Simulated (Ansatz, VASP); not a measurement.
## One calculation of SnO, two programs

File POSCAR:

```
SnO
1.0
    3.7316854615      0.0000000000      0.0000000000
    0.0000000000      3.7316854615      0.0000000000
    0.0000000000      0.0000000000      5.0442070582
Sn O
2 2
Direct
    0.0000000000      0.5000000000      0.2325523355
    0.5000000000      0.0000000000      0.7674476645
    0.5000000000      0.5000000000      0.0000000000
    0.0000000000      0.0000000000      0.0000000000
```

Contents of INCAR.step1:

```
SYSTEM = SnO
PREC = Accurate
ENCUT = 520
ISMEAR = 0
SIGMA = 0.01
LREAL = .FALSE.
LASPH = .TRUE.
NELM = 80
NBANDS = 28
GGA = PE
ALGO = Normal
EDIFF = 1E-4
LWAVE = .TRUE.
LCHARG = .FALSE.
```

File INCAR.step2:

```
SYSTEM = SnO
PREC = Accurate
ENCUT = 520
EDIFF = 1E-6
ISMEAR = 0
SIGMA = 0.01
LREAL = .FALSE.
LASPH = .TRUE.
NELM = 80
ALGO = Normal
ISIF = 2
LWAVE = .FALSE.
LCHARG = .TRUE.
METAGGA = R2SCAN
LMIXTAU = .TRUE.
LELF = .TRUE.
LVHAR = .TRUE.
NBANDS = 28
ISTART = 1
```

The input KPOINTS:

```
Automatic mesh
0
G
  10 10 8
  0 0 0
```

Input for Ansatz:

```yaml
crystal:
  lattice:
    - [3.7316854615, 0.0, 0.0]
    - [0.0, 3.7316854615, 0.0]
    - [0.0, 0.0, 5.0442070582]
  atoms:
    - { symbol: Sn, position: [0.0, 0.5, 0.2325523355] }
    - { symbol: Sn, position: [0.5, 0.0, 0.7674476645] }
    - { symbol: O, position: [0.5, 0.5, 0.0] }
    - { symbol: O, position: [0.0, 0.0, 0.0] }
basis:
  ecutwfc: 500
kpoints:
  mp_grid: { grid: [10, 10, 8] }
  band_path: { path: [VBM, CBM], npoints: 2 }
hamiltonian:
  xc: r2scan
scf:
  occupations: { method: gaussian, width: 0.01 }
output:
  forces: true
  stress: true
  eigenvalues: true
checkpoint:
  read: start.run
  write: ck
  compress: false
  write_wavefunctions: false
  write_every: 100000
```

Alike in both runs: task single point; functional r2SCAN; k mesh 10 × 10 × 8; occupations gaussian, width 0.01 eV; no spin polarisation.

|  | VASP | Ansatz |
| --- | --- | --- |
| version | VASP 6.6.1 | Ansatz 0.2.0 |
| potentials or method | VASP PAW PBE potentials, release 64 (Sn_d, O), cutoff 520 eV | scalar-relativistic, plane waves, PAW |
| valence electrons in the cell | 40 | 40 |

Ansatz gave:

- gap on the k mesh at the Fermi level (eV): 0.15
- least direct gap on the mesh (eV): 2.45
- pressure (GPa): 2.6
- traceless stress, the component that is largest in VASP (GPa): -2.61
- rms of the force components (eV/Å): 0.000

**Question.** Estimate VASP's values.

**Answer.** gap on the k mesh at the Fermi level (eV): 0.15; least direct gap on the mesh (eV): 2.42; pressure (GPa): 3.2; traceless stress, the component that is largest in VASP (GPa): -2.65; rms of the force components (eV/Å): 0.062.

VASP's potentials were made for PBE, not for r2SCAN. Atom by atom the forces differ by 0.062 eV/Å (rms over components).
